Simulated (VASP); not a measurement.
Set up this calculation in VASP 6.6.1, as the native input.

```yaml
Task: single point
Functional: PBE
Potentials_or_basis: VASP PAW PBE potentials, release 64 (Ca_sv)
Cutoff: 500 eV
k_mesh: 12 × 12 × 8
Occupations: gaussian, width 0.1 eV
Spin: no spin polarisation
Dipole_correction: no
Further_INCAR_settings: ALGO = Normal; EDIFF = 1e-06; NBANDS = 17
```

The structure of Ca lies in POSCAR:

```
Ca
1.0
    4.0059889175      0.0000000000      0.0000000000
   -2.0029944587      3.4692881698      0.0000000000
    0.0000000000      0.0000000000      6.1713756000
Ca
2
Direct
    0.3333333333      0.6666666667      0.2500000000
    0.6666666667      0.3333333333      0.7500000000
```

This isn't the form of Ca at room conditions, which is fcc.

This cell differs from its parent crystal: strained.

The input as run:

INCAR

```
  ALGO = Normal
  EDIFF = 1E-6
  ENCUT = 500
  GGA = PE
  GGA_COMPAT = False
  ISIF = 2
  ISMEAR = 0
  LASPH = True
  LCHARG = False
  LREAL = False
  LWAVE = False
  NBANDS = 17
  NELM = 120
  PREC = Accurate
  SIGMA = 0.1
```

KPOINTS

```
k-points
0
Gamma
  12 12 8
```

Potentials or basis: VASP PAW PBE potentials, release 64 (Ca_sv).

Command:

```sh
$ cat potpaw_PBE.64/Ca_sv/POTCAR > POTCAR
$ mpirun -np 1 vasp_std > vasp.out
```

Results of the run:

* Pressure: -0.1 GPa
* Band gap on the k mesh: zero (bands 10 and 11 overlap by 0.50 eV)

Caveat: the cell differs from its parent crystal (strained).

Wall time 3.5 min on 1 thread of Intel Xeon 8259CL (shared host), peak memory 0.26 GiB.
